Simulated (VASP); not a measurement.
Crystal: BaTe.

```
Ba Te
1.0
     4.89537    0.00000    0.00000
    -2.44769    4.23952    0.00000
     0.00000    0.00000    8.58407
Ba Te
2 2
Cartesian
  0.0000 0.0000 0.0000
  0.0000 0.0000 4.2920
  0.0000 2.8263 2.1460
  2.4477 1.4132 6.4381
```

Base run:

- Program: VASP 6.6.1
- Functional: PBE
- Potentials or basis: VASP PAW PBE potentials, release 64 (Ba_sv, Te)
- Cutoff: 520 eV
- k mesh: 6 × 6 × 4
- Occupations: gaussian, width 0.01 eV
- Spin: no spin polarisation

Its results: band gap on the k mesh 1.67 eV, indirect (least direct gap 1.72 eV); pressure 0.4 GPa.

Problem. The run is repeated on the same cell with these changes: functional from PBE to LDA; potentials or basis from VASP PAW PBE potentials, release 64 (Ba_sv, Te) to VASP PAW LDA potentials, release 64 (Ba_sv, Te). What comes out?

Solution. Band gap on the k mesh 1.53 eV, indirect (least direct gap 1.58 eV); pressure -2.0 GPa.

Caveats: spin-orbit coupling is left out, which moves the levels of the heavy elements.

A k mesh can miss the band edges.
